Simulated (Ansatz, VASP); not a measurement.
Ta: VASP beside Ansatz

File POSCAR:

```
Ta
1.0
   -1.6533592789      1.6533592789      1.6533592789
    1.6533592789     -1.6533592789      1.6533592789
    1.6533592789      1.6533592789     -1.6533592789
Ta
1
Direct
    0.0000000000      0.0000000000      0.0000000000
```

INCAR.step1

```
SYSTEM = Ta
  PREC = Accurate
  ENCUT = 520
  ISMEAR = -1
  SIGMA = 0.1
  LREAL = .FALSE.
  LASPH = .TRUE.
  NELM = 60
  NBANDS = 12
  GGA = PE
  ALGO = Normal
  EDIFF = 1E-4
  LWAVE = .TRUE.
  LCHARG = .FALSE.
```

INCAR.step2

```
SYSTEM = Ta
  PREC = Accurate
  ENCUT = 520
  EDIFF = 1E-6
  ISMEAR = -1
  SIGMA = 0.1
  LREAL = .FALSE.
  LASPH = .TRUE.
  NELM = 60
  ALGO = Normal
  ISIF = 2
  LWAVE = .FALSE.
  LCHARG = .TRUE.
  METAGGA = R2SCAN
  LMIXTAU = .TRUE.
  LELF = .TRUE.
  LVHAR = .TRUE.
  NBANDS = 12
  ISTART = 1
```

Contents of KPOINTS:

```
regular mesh
0
G
  5 5 5
  0 0 0
```

Input for Ansatz:

```yaml
crystal:
  lattice:
    - [-1.6533592789, 1.6533592789, 1.6533592789]
    - [1.6533592789, -1.6533592789, 1.6533592789]
    - [1.6533592789, 1.6533592789, -1.6533592789]
  atoms:
    - { symbol: Ta, position: [0.0, 0.0, 0.0] }
hamiltonian:
  xc: r2scan
  pseudopotentials:
    kind: paw
    azcp:
      Ta: "pseudopotentials/Ta.paw.azcp"
basis:
  ecutwfc: 500
  fft_grid_basis: typed
kpoints:
  mp_grid: { grid: [5, 5, 5], shift: [0, 0, 0] }
magnetization:
  spin_polarized: false
scf:
  occupations: { method: fermi_dirac, width: 0.1 }
  lower_state_search: "off"
output:
  stress: true
```

Alike in both runs: task single point; functional r2SCAN; k mesh 5 × 5 × 5; occupations fermi-dirac, width 0.1 eV; no spin polarisation.

|  | VASP | Ansatz |
| --- | --- | --- |
| version | VASP 6.6.1 | Ansatz 0.2.0 |
| potentials or method | VASP PAW PBE potentials, release 64 (Ta_pv), cutoff 520 eV | plane waves (500 eV) with PAW, scalar-relativistic |
| valence electrons in the cell | 11 | 13 |

|  | VASP | Ansatz | Ansatz less VASP |
| --- | --- | --- | --- |
| pressure (GPa) | 2.8 | 2.1 | -0.65 |

VASP's potentials were made for PBE, not for r2SCAN. VASP's potentials hold 11 valence electrons a cell and Ansatz's 13, so a difference there can come from the potentials and not from the codes.

The k mesh is coarse, so the values compare programs but aren't converged. Spin-orbit coupling is off throughout.
